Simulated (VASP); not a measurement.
Sr: relaxation of cell and atoms with PBEsol

Sr:

```
Sr
1.0
     3.12972    0.00000    0.00000
    -1.56486    2.71042    0.00000
     0.00000    0.00000   10.17159
Sr
4
Direct
  0.00000 0.00000 0.00000
  0.00000 0.00000 0.50000
  0.33333 0.66667 0.25000
  0.66667 0.33333 0.75000
```

This isn't the form of Sr at room conditions, which is fcc.

```yaml
Program: VASP 6.6.1
Task: relaxation of cell and atoms
Functional: PBEsol
Potentials_or_basis: VASP PAW PBE potentials, release 64 (Sr_sv)
Cutoff: 600 eV
k_mesh: 12 × 12 × 3
Occupations: fermi-dirac, width 0.08 eV
Spin: no spin polarisation
Target_pressure: 36 GPa
Dipole_correction: no
Further_INCAR_settings: ALGO = Normal; EDIFF = 1e-06; IBRION = 2; EDIFFG = -0.005; NSW = 60; ISIF = 3
```

```json
{
 "Relaxed volume": "21.62 Å³/atom",
 "Relaxed cell": "a = 3.141 Å, b = 3.141 Å, c = 10.124 Å, α = 90.00°, β = 90.00°, γ = 120.00°",
 "Space group after relaxing (to 0.1 Å)": "P6_3/mmc (No. 194)",
 "Energy change on relaxing (the run minimises the enthalpy)": "-11.3 meV/atom",
 "Ionic steps": "7",
 "Pressure after relaxing": "36.0 GPa",
 "Band gap on the k mesh": "zero (bands 20 and 21 overlap by 1.30 eV)"
}
```

Step by step:
| step | energy change (eV) | largest force (eV/Å) | pressure (GPa) | volume (Å³) |
| --- | --- | --- | --- | --- |
| 1 | 0.0000 | 0.0000 | 36.24 | 86.28 |
| 2 | -0.0912 | 0.0000 | 35.82 | 86.69 |
| 3 | -0.0882 | 0.0000 | 35.83 | 86.67 |
| 4 | -0.0555 | 0.0000 | 35.99 | 86.53 |
| 5 | -0.0492 | 0.0000 | 35.98 | 86.50 |
| 6 | -0.0366 | 0.0000 | 36.06 | 86.44 |
| 7 | -0.0450 | 0.0000 | 36.03 | 86.48 |

Final structure:
```cif
data_structure
_symmetry_space_group_name_H-M 'P 1'
_symmetry_Int_Tables_number 1
_cell_length_a 3.1406
_cell_length_b 3.1406
_cell_length_c 10.1244
_cell_angle_alpha 90.000
_cell_angle_beta 90.000
_cell_angle_gamma 120.000
_cell_volume 86.48
loop_
_atom_site_label
_atom_site_type_symbol
_atom_site_fract_x
_atom_site_fract_y
_atom_site_fract_z
_atom_site_occupancy
Sr1 Sr 0.00000 0.00000 0.00000 1
Sr2 Sr 0.00000 0.00000 0.50000 1
Sr3 Sr 0.33333 0.66667 0.25000 1
Sr4 Sr 0.66667 0.33333 0.75000 1
```

Levels at points of the mesh, in eV from the Fermi level:
```csv
k point,band 16,band 17,band 18,band 19,band 20,band 21,band 22,band 23,band 24
"(0.00, 0.00, 0.00)",-16.12,-3.59,-1.68,-1.66,-1.62,2.27,2.35,2.86,2.86
"(0.50, 0.00, 0.00)",-16.50,-2.25,-2.01,-1.47,-0.70,-0.03,0.56,0.63,1.92
```

Run time: 5.7 min on 1 thread of Intel(R) Xeon(R) Platinum 8559C (Emerald Rapids) (shared host), peak memory 0.28 GiB.

Caveat: the cell is relaxed towards a set pressure, so the run minimises the enthalpy, not the energy; the PAW data sets were made with another functional, which shifts forces and pressure a little.
